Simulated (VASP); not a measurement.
# Li2TaO3: single point with PBE

Crystal: Li2TaO3.

```
Li Ta O
1.0
     4.63205    0.00000    0.00000
    -2.31603    4.01147    0.00000
     0.00000    0.00000    3.60269
Li Ta O
2 1 3
Direct
  0.66667 0.33333 0.00000
  0.33333 0.66667 0.00000
  0.00000 0.00000 0.00000
  0.50000 0.00000 0.50000
  0.50000 0.50000 0.50000
  0.00000 0.50000 0.50000
```

```yaml
Program: VASP 6.6.1
Task: single point
Functional: PBE
Potentials_or_basis: VASP PAW PBE potentials, release 64 (Li_sv, Ta_pv, O)
Cutoff: 520 eV
k_mesh: 6 × 6 × 6
Occupations: gaussian, width 0.1 eV
Spin: collinear spin, ferromagnetic start
Starting_moments: "[0.0, 0.0, 1.0, 0.0, 0.0, 0.0] μB"
```

```yaml
Net_moment: -1.51 μB per cell
Site_moments: Li +0.00; Ta -0.01; O -0.47 μB
Valence_electrons_inside_the_program's_atomic_spheres: Li 2.10; Ta 8.39; O 4.77
```

Levels at points of the mesh, in eV from the Fermi level:
Spin up:
| k point | band 14 | band 15 | band 16 | band 17 | band 18 | band 19 | band 20 | band 21 |
| --- | --- | --- | --- | --- | --- | --- | --- | --- |
| (0.00, 0.00, 0.00) | -1.85 | -1.63 | -1.33 | -0.73 | -0.73 | 0.16 | 0.74 | 0.74 |
| (0.50, 0.00, 0.00) | -2.38 | -2.18 | -1.29 | -1.10 | -0.15 | 1.09 | 1.29 | 1.33 |
| (0.00, 0.00, 0.50) | -3.85 | 0.21 | 1.11 | 1.19 | 1.19 | 1.29 | 1.29 | 2.19 |
| (0.50, 0.00, 0.50) | -2.45 | -1.48 | -1.34 | -0.34 | -0.07 | 0.31 | 1.19 | 1.32 |
Spin down:
```
           k point  band 15  band 16  band 17  band 18  band 19  band 20  band 21  band 22
(0.00, 0.00, 0.00)    -1.62    -1.34    -0.79    -0.79    -0.56    -0.06    -0.06     0.82
(0.50, 0.00, 0.00)    -2.66    -2.53    -1.12    -0.29    -0.24     0.91     1.29     1.67
(0.00, 0.00, 0.50)    -0.51    -0.16    -0.16     0.97     0.99     0.99     1.93     1.93
(0.50, 0.00, 0.50)    -2.68    -2.29    -0.38    -0.13    -0.11     0.32     1.02     1.66
```

Wall time 8.5 min on 1 thread of AMD EPYC 7R13 (shared host), peak memory 0.23 GiB.

Caveat: spin-orbit coupling is left out, which moves the levels of the heavy elements.
